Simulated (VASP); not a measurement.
# InAgTe2 (I-42d) in VASP: notebook

Runs on InAgTe2. Level: PBE. Tasks: single point.

Everything below comes from runs of VASP 6.6.1. Logs are shortened: lines on timing, memory, paths and dates and some standing lists are left out, and cuts for length are marked.

## Step 1: The cell of the first run

Symmetry: I-42d, No. 122, tetragonal system. The conventional cell has a = 6.569 Å, b = 6.569 Å, c = 12.998 Å, α = 90.00°, β = 90.00°, γ = 90.00°. Within 3.8 Å of In (site symmetry -4) lie 4 Te at 2.86 Å. Ag (site symmetry -4) has 4 Te at 2.81 Å within 3.7 Å. Te (site symmetry 2) has 2 Ag at 2.81 Å and 2 In at 2.86 Å within 3.7 Å.

## Step 2: Single point, PBE

INCAR

```
SYSTEM = InAgTe2
PREC     = Accurate       ! precision mode
ENCUT    = 500            ! plane-wave cutoff, eV
EDIFF    = 1E-6           ! SCF threshold, eV
ISMEAR   = 0              ! smearing method
SIGMA    = 0.1            ! smearing width, eV
LREAL    = .False.        ! projectors in reciprocal space
LASPH    = .True.         ! aspherical terms in the spheres
NELM     = 120            ! most SCF steps
ALGO     = Normal         ! electronic algorithm
ISIF     = 2              ! what is computed and relaxed
LWAVE    = .False.        ! write WAVECAR
LCHARG   = .True.         ! write CHGCAR
GGA      = PE             ! functional
LELF     = .True.         ! ELF
LVHAR    = .True.       
NBANDS   = 46             ! bands
GGA_COMPAT= .False.
```

KPOINTS

```
regular mesh
0
Gamma
  8 8 8
  0 0 0
```

POSCAR

```
InAgTe2
1.0
   -3.2846811222      3.2846811222      6.4987725062
    3.2846811222     -3.2846811222      6.4987725062
    3.2846811222      3.2846811222     -6.4987725062
In Ag Te
2 2 4
Direct
    0.5000000000      0.5000000000      0.0000000000
    0.2500000000      0.7500000000      0.5000000000
    0.0000000000      0.0000000000      0.0000000000
    0.7500000000      0.2500000000      0.5000000000
    0.3750000000      0.3694267736      0.4944267736
    0.6305732264      0.1250000000      1.0055732264
    0.8750000000      0.8805732264      0.5055732264
    0.1194267736      0.6250000000     -0.0055732264
```

Potentials or basis: VASP PAW PBE potentials, release 64 (In_d, Ag, Te).

Started as:

```console
$ cat potpaw_PBE.64/In_d/POTCAR potpaw_PBE.64/Ag/POTCAR potpaw_PBE.64/Te/POTCAR > POTCAR
$ mpirun -np 1 vasp_std > vasp.out
```

OUTCAR:

```text
SYSTEM = InAgTe2
   PREC = Accurate
   ENCUT = 500
   EDIFF = 1E-6
   ISMEAR = 0
   LREAL = .False.
   LASPH = .True.
   NELM = 120
   ISIF = 2
   GGA = PE

 ion  position               nearest neighbor table
   1  0.500  0.500  0.000-   5 2.86   6 2.86   8 2.86   7 2.86
   2  0.250  0.750  0.500-   8 2.86   5 2.86   7 2.86   6 2.86
   3  0.000  0.000  0.000-   8 2.81   7 2.81   6 2.81   5 2.81
   4  0.750  0.250  0.500-   5 2.81   6 2.81   7 2.81   8 2.81
   5  0.375  0.369  0.494-   4 2.81   3 2.81   1 2.86   2 2.86
   6  0.631  0.125  0.006-   3 2.81   4 2.81   1 2.86   2 2.86
   7  0.875  0.881  0.506-   3 2.81   4 2.81   2 2.86   1 2.86
   8  0.119  0.625  0.994-   3 2.81   4 2.81   2 2.86   1 2.86

  LATTYP: Found a body centered tetragonal cell.
 ALAT       =     6.5693622444
 C/A-ratio  =     1.9785094091

  Lattice vectors:

 A1 = (  -3.2846811222,   3.2846811222,   6.4987725062)
 A2 = (   3.2846811222,  -3.2846811222,   6.4987725062)
 A3 = (   3.2846811222,   3.2846811222,  -6.4987725062)

Analysis of symmetry for initial positions (statically):
=====================================================================
 Subroutine PRICEL returns:
 Original cell was already a primitive cell.

 Routine SETGRP: Setting up the symmetry group for a
 body centered tetragonal supercell.

 Subroutine GETGRP returns: Found  8 space group operations
 (whereof  4 operations were pure point group operations)
 out of a pool of 16 trial point group operations.

The static configuration has the point symmetry S_4 .
 The point group associated with its full space group is D_2d.

Analysis of symmetry for dynamics (positions and initial velocities):
=====================================================================
 Subroutine PRICEL returns:
 Original cell was already a primitive cell.

 Routine SETGRP: Setting up the symmetry group for a
 body centered tetragonal supercell.

 Subroutine GETGRP returns: Found  8 space group operations
 (whereof  4 operations were pure point group operations)
 out of a pool of 16 trial point group operations.

The dynamic configuration has the point symmetry S_4 .
 The point group associated with its full space group is D_2d.

 Subroutine INISYM returns: Found  8 space group operations
 (whereof  4 operations are pure point group operations),
 and found     1 'primitive' translations

----------------------------------------------------------------------------------------

                                     Primitive cell

  volume of cell :     280.4644

  direct lattice vectors                    reciprocal lattice vectors
    -3.284681122  3.284681122  6.498772506     0.000000000  0.152221778  0.076937606
     3.284681122 -3.284681122  6.498772506     0.152221778  0.000000000  0.076937606
     3.284681122  3.284681122 -6.498772506     0.152221778  0.152221778  0.000000000

  length of vectors
     7.988260401  7.988260401  7.988260401     0.170560444  0.170560444  0.215274103

  position of ions in fractional coordinates (direct lattice)
     0.500000000  0.500000000  0.000000000
     0.250000000  0.750000000  0.500000000
     0.000000000  0.000000000  0.000000000
     0.750000000  0.250000000  0.500000000
     0.375000000  0.369426774  0.494426774
     0.630573226  0.125000000  0.005573226
     0.875000000  0.880573226  0.505573226
     0.119426774  0.625000000  0.994426774

  ion indices of the primitive-cell ions
   primitive index   ion index
                 1           1
                 2           2
                 3           3
                 4           4
                 5           5
                 6           6
                 7           7
                 8           8

----------------------------------------------------------------------------------------

 KPOINTS: regular mesh

Automatic generation of k-mesh.
 Grid dimensions read from file:
 generate k-points for:    8    8    8

 Generating k-lattice:

  Cartesian coordinates                     Fractional coordinates (reciprocal lattice)
     0.000000000  0.019027722  0.009617201     0.125000000  0.000000000  0.000000000
     0.019027722  0.000000000  0.009617201     0.000000000  0.125000000  0.000000000
     0.019027722  0.019027722  0.000000000     0.000000000  0.000000000  0.125000000

  Length of vectors
     0.021320055  0.021320055  0.026909263

  Shift w.r.t. Gamma in fractional coordinates (k-lattice)
     0.000000000  0.000000000  0.000000000

 Subroutine IBZKPT returns following result:
 ===========================================

 Found     59 irreducible k-points:

 Following reciprocal coordinates:
            Coordinates               Weight
  0.000000  0.000000  0.000000      1.000000
  0.125000  0.000000 -0.000000      8.000000
  0.250000  0.000000 -0.000000      8.000000
  0.375000 -0.000000  0.000000      8.000000
  0.500000  0.000000 -0.000000      4.000000
  0.125000  0.125000 -0.000000      8.000000
[... 16 lines left out ...]
  0.250000  0.125000  0.125000     16.000000
  0.375000  0.125000  0.125000      8.000000
 [... further k-points ...]
   k-points           NKPTS =     59   k-points in BZ     NKDIM =     59   number of bands    NBANDS=     46
   number of dos      NEDOS =    301   number of ions     NIONS =      8
   total plane-waves  NPLWV = 216000
   dimension x,y,z NGX =    60 NGY =   60 NGZ =   60
   dimension x,y,z NGXF=   120 NGYF=  120 NGZF=  120
   ions per type =               2   2   4
   NGX,Y,Z   is equivalent  to a cutoff of  12.49, 12.49, 12.49 a.u.
   NGXF,Y,Z  is equivalent  to a cutoff of  24.97, 24.97, 24.97 a.u.
 SYSTEM =  InAgTe2
   PREC   = accura    normal or accurate (medium, high low for compatibility)
   ISTART =      0    job   : 0-new  1-cont  2-samecut
   ICHARG =      2    charge: 1-file 2-atom 10-const
   ISPIN  =      1    spin polarized calculation?
   LNONCOLLINEAR =      F non collinear calculations
   LSORBIT =      F    spin-orbit coupling
   LASPH  =      T    aspherical Exc in radial PAW
   ENCUT  =  500.0 eV  36.75 Ry    6.06 a.u.  14.56 14.56 14.56*2*pi/ulx,y,z
   NELM   =    120;   NELMIN=  2; NELMDL= -5     # of ELM steps
   EDIFF  = 0.1E-05   stopping-criterion for ELM
   LREAL  =      F    real-space projection
   EDIFFG = 0.1E-04   stopping-criterion for IOM
   NSW    =      0    number of steps for IOM
   IBRION =     -1    ionic relax: 0-MD 1-quasi-New 2-CG
   NFREE  =      0    steps in history (QN), initial steepest desc. (CG)
   ISIF   =      2    stress and relaxation
   ISYM   =      2    0-nonsym 1-usesym 2-fastsym
   POTIM  = 0.5000    time-step for ionic-motion
   TEBEG  =    0.0;   TEEND  =   0.0 temperature during run
   PSTRESS=    0.0 pullay stress
   NELECT =      72.0000    total number of electrons
   NUPDOWN=      -1.0000    fix difference up-down
   EMIN   =  10.00;   EMAX   =-10.00  energy-range for DOS
   EFERMI =   0.00;   METHOD = LEGACY
   ISMEAR =     0;   SIGMA  =   0.10  broadening in eV -4-tet -1-fermi 0-gaus
   EFERMI_NEDOS =   21; number of points for ismear=-14 and -15
   IALGO  =     38    algorithm
   IMIX   =      4    mixing-type and parameters
     AMIX     =   0.40;   BMIX     =  1.00
     AMIX_MAG =   1.60;   BMIX_MAG =  1.00
  volume/ion in A,a.u.               =      35.06       236.58
  Fermi-wavevector in a.u.,A,eV,Ry     =   1.040462  1.966189 14.729152  1.082562
  Thomas-Fermi vector in A             =   2.175039
   LORBIT       =      0    0 simple, 1 ext, 2 COOP (PROOUT), +10 PAW based schemes
   GGA     = PE    functional components
   LHFCALC =     F    Hartree Fock is set to
   AEXX    =    0.0000 exact exchange contribution
   IVDW    =     0    specifies the selected vdW correction
   LEPSILON=     F    determine dielectric tensor
   LRPA    =     F    only Hartree local field effects (RPA)
 non-spin polarized calculation
 Gauss-broadening in eV      SIGMA  =   0.10
  energy-cutoff  :      500.00
  volume of cell :      280.46
 maximum number of plane-waves:      7150
 NGX is ok and might be reduce to    60
   NGX = 29   NGY = 29   NGZ = 29

 number of electron      72.0000000 magnetization

 Free energy of the ion-electron system (eV)
  ---------------------------------------------------
  ext. energy  EPLUGINS =         0.00000000
  ---------------------------------------------------
  free energy    TOTEN  =       -25.46452632 eV

  energy without entropy =      -25.46410883  energy(sigma->0) =      -25.46431758

 E-fermi :   4.0485     XC(G=0):  -8.4781

 val. band max:        4.0405990198   @ k =   0.0000   0.0000   0.0000
 cond. band min:       4.6710807671   @ k =  -0.1250  -0.1250   0.1250
 fundamental gap:      0.6304817473
 Fermi energy:         4.0485325679

 k-point     1 :       0.0000    0.0000    0.0000
  band No.  band energies     occupation
      1     -10.7062      2.00000
      2     -10.7018      2.00000
      3     -10.7018      2.00000
      4     -10.6499      2.00000
      5     -10.6368      2.00000
      6     -10.6368      2.00000
[... 38 lines left out ...]
     45       8.3754      0.00000
     46       8.3754      0.00000

 k-point     2 :       0.1250    0.0000   -0.0000
  band No.  band energies     occupation
      1     -10.7061      2.00000
      2     -10.7021      2.00000
      3     -10.7008      2.00000
      4     -10.6504      2.00000
      5     -10.6384      2.00000
      6     -10.6363      2.00000
[... 38 lines left out ...]
     45       8.3445      0.00000
     46       8.5122      0.00000

 k-point     3 :       0.2500    0.0000   -0.0000
  band No.  band energies     occupation
      1     -10.7060      2.00000
      2     -10.7029      2.00000
      3     -10.6973      2.00000
      4     -10.6518      2.00000
      5     -10.6424      2.00000
      6     -10.6354      2.00000
[... 1018 lines left out ...]
     45       8.8921      0.00000
     46       9.0095      0.00000

 k-point    24 :       0.3750    0.1250    0.1250
  band No.  band energies     occupation
      1     -10.7058      2.00000
      2     -10.7056      2.00000
      3     -10.6847      2.00000
      4     -10.6595      2.00000
      5     -10.6462      2.00000
      6     -10.6386      2.00000
[... 38 lines left out ...]
     45       8.9980      0.00000
     46       9.1367      0.00000

 [... further k-points ...]

------------------------ aborting loop because EDIFF is reached ----------------------------------------

  FORCE on cell =-STRESS in cart. coord.  units (eV):
  Direction    XX          YY          ZZ          XY          YZ          ZX
  --------------------------------------------------------------------------------------
  -------------------------------------------------------------------------------------
  Total       -0.0463692     -0.0463692     -0.0395051      0.0000000      0.0000000     -0.0000000
  in kB       -0.2648880     -0.2648880     -0.2256765      0.0000000      0.0000000     -0.0000000
  external PRESSURE =      -0.2518175 kB  Pullay stress =       0.0000000 kB

 VOLUME and BASIS-vectors are now :
 -----------------------------------------------------------------------------
  energy-cutoff  :      500.00
  volume of cell :      280.46
      direct lattice vectors                 reciprocal lattice vectors
    -3.284681122  3.284681122  6.498772506     0.000000000  0.152221778  0.076937606
     3.284681122 -3.284681122  6.498772506     0.152221778  0.000000000  0.076937606
     3.284681122  3.284681122 -6.498772506     0.152221778  0.152221778  0.000000000

 POSITION                                       TOTAL-FORCE (eV/Angst)
 -----------------------------------------------------------------------------------
      0.00000      0.00000      6.49877         0.000000     -0.000000     -0.000000
      3.28468      0.00000      3.24939         0.000000     -0.000000      0.000000
      0.00000      0.00000      0.00000         0.000000     -0.000000     -0.000000
      0.00000      3.28468      3.24939         0.000000     -0.000000      0.000000
      1.60573      1.64234      1.62469        -0.006653     -0.000000     -0.000000
     -1.64234      1.67895      4.87408         0.000000      0.006653     -0.000000
      1.67895      1.64234      8.12347         0.006653     -0.000000     -0.000000
      4.92702      1.60573     -1.62469         0.000000     -0.006653     -0.000000
 -----------------------------------------------------------------------------------
    total drift:                               -0.000001     -0.000001     -0.000001

  FREE ENERGIE OF THE ION-ELECTRON SYSTEM (eV)
  ---------------------------------------------------
  free  energy   TOTEN  =       -25.4645263204 eV

  energy  without entropy=      -25.4641088321  energy(sigma->0) =      -25.46431758
```

It took 14 min on 1 thread of Intel Xeon Platinum 8559C (Emerald Rapids), shared host; peak memory 0.9 GiB.

What came out:

| Item | Value |
| --- | --- |
| Free energy | -25.4645 eV |
| Pressure | 0.0 GPa |
| Largest force | 0.007 eV/Å |

Forces in eV/Å, atoms in the order of the input:
```
In   0.000  0.000  0.000
In   0.000  0.000  0.000
Ag   0.000  0.000  0.000
Ag   0.000  0.000  0.000
Te  -0.007  0.000  0.000
Te   0.000  0.007  0.000
Te   0.007  0.000  0.000
Te   0.000 -0.007  0.000
```

Caveat: spin-orbit coupling is left out, which moves the levels of the heavy elements.

[end of part 1 of 2]
